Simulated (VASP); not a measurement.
A run of VASP 6.6.1 is set up as follows.

Contents of INCAR:

```
SYSTEM = Al15GeO24
PREC = Accurate ; ENCUT = 520
EDIFF = 1E-6 ; ISMEAR = -1
SIGMA = 0.01 ; LREAL = Auto
LASPH = .True. ; NELM = 80
ALGO = Normal ; ISIF = 2
LWAVE = .False. ; LCHARG = .False.
GGA = PE ; NELECT = 202.0
NBANDS = 128
```

KPOINTS

```
Automatic mesh
0
Gamma
  2 2 2
  0.5 0.5 0.5
```

Contents of POSCAR:

```
Al15GeO24
1.0
    2.4039417622      1.3879164235      4.3742070937
   -4.8078835245      2.7758328471      8.7484141875
    0.0000000000     -5.5516656942      8.7484141875
Al Ge O
15 1 24
Direct
    0.6501236098      0.3234754679      0.3184978263
    0.1474104427      0.0737848208      0.0740548555
    0.3557109074      0.1743412180      0.1751107439
    0.6490514739      0.3224147563      0.8267258226
    0.8551215382      0.4257486883      0.9255001844
    0.1517622405      0.0696237233      0.5756507284
    0.3488695252      0.1752386121      0.6802468108
    0.6428874961      0.8275350933      0.3247304708
    0.8534918562      0.9268662558      0.4251966310
    0.1542495367      0.5772156190      0.0663718664
    0.3571184385      0.6793796766      0.1717717628
    0.6482521724      0.8248458607      0.8228736396
    0.8501984000      0.9276035178      0.9263814714
    0.1355102528      0.5772351241      0.5760454702
    0.3482560858      0.6792823010      0.6756336123
    0.8498326920      0.4273332656      0.4251158831
    0.4427478497      0.0292829692      0.3747724855
    0.9440507597      0.1255097011      0.2773150993
    0.0536785259      0.3779202493      0.2202152889
    0.7500962118      0.2228137658      0.0277629453
    0.2494247966      0.2793013533      0.4690092305
    0.5534802016      0.4737986466      0.1238426456
    0.4440262856      0.0282235381      0.8754325624
    0.9446546186      0.1261550161      0.7762549252
    0.0567690298      0.3754726244      0.7205714528
    0.7513986045      0.2226701270      0.5255574013
    0.2501513320      0.2786268845      0.9725134596
    0.5564872575      0.4700674842      0.6246305967
    0.4410010864      0.5278565201      0.3756236857
    0.9405856752      0.6256520229      0.2783351083
    0.0556261985      0.8744164650      0.2221297515
    0.7524861792      0.7225340584      0.0268183013
    0.2496255621      0.7772539529      0.4722827223
    0.5556938454      0.9720681334      0.1254237582
    0.4465805235      0.5284437306      0.8718087059
    0.9454032753      0.6250682004      0.7769867867
    0.0544299989      0.8756910859      0.7221834747
    0.7461043046      0.7232917661      0.5275589151
    0.2496278521      0.7784233275      0.9720612378
    0.5558483989      0.9749797417      0.6234186344
```

Potentials or basis: VASP PAW PBE potentials, release 64 (Al, Ge_d, O).

Command:

```console
$ cat potpaw_PBE.64/Al/POTCAR potpaw_PBE.64/Ge_d/POTCAR potpaw_PBE.64/O/POTCAR > POTCAR
$ mpirun -np 1 vasp_std > vasp.out
```

(1) Estimate the largest force.

## Answers

(1) 0.048 eV/Å.

Caveat: the k points lie up to 0.61 Å⁻¹ apart; the cell carries a net charge on a neutralising background, which shifts energy and pressure.
